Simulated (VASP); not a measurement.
Input of a VASP 6.6.1 run:

The input INCAR:

```
ALGO     = Normal         # electronic algorithm
EDIFF    = 1E-6           # SCF threshold, eV
EDIFFG   = -0.04          # ionic threshold
ENCUT    = 600            # plane-wave cutoff, eV
GGA      = PE             # functional
IBRION   = 2              # ionic algorithm
ISIF     = 3              # what is computed and relaxed
ISMEAR   = 0              # smearing method
LASPH    = T              # aspherical terms in the spheres
LCHARG   = F              # write CHGCAR
LREAL    = F              # projectors in reciprocal space
LWAVE    = F              # write WAVECAR
NELM     = 100            # most SCF steps
NSW      = 90             # ionic steps
PREC     = Accurate       # precision mode
SIGMA    = 0.1            # smearing width, eV
```

File KPOINTS:

```
k-points
0
Gamma
  4 4 4
```

File POSCAR:

```
Sc4Si
1.0
    4.7033241800      0.0000000000      0.0000000000
    0.0000000000      4.7033241800      0.0000000000
    0.0000000000      0.0000000000      4.7033241800
Sc Si
4 1
Direct
    0.0000000000      0.5000000000      0.5000000000
    0.5000000000      0.0000000000      0.5000000000
    0.5000000000      0.5000000000      0.0000000000
    0.5000000000      0.5000000000      0.5000000000
    0.0000000000      0.0000000000      0.0000000000
```

Potentials or basis: VASP PAW PBE potentials, release 64 (Sc_sv, Si).

The run is started by

```sh
$ cat potpaw_PBE.64/Sc_sv/POTCAR potpaw_PBE.64/Si/POTCAR > POTCAR
$ mpirun -np 1 vasp_std > vasp.out
```

(1) What does it give for the band gap on the k mesh?

(2) What does it give for the space group after relaxing (to 0.1 Å)?

(3) Predict the relaxed cell.

(4) Estimate the relaxed volume.

Results:

(1) zero (bands 24 and 25 overlap by 1.13 eV).

(2) Pm-3m (No. 221).

(3) a = 4.991 Å, b = 4.991 Å, c = 4.991 Å, α = 90.00°, β = 90.00°, γ = 90.00°.

(4) 24.86 Å³/atom.

Caveat: the volume moved by over 15 % at a fixed basis, so the end points are rough.
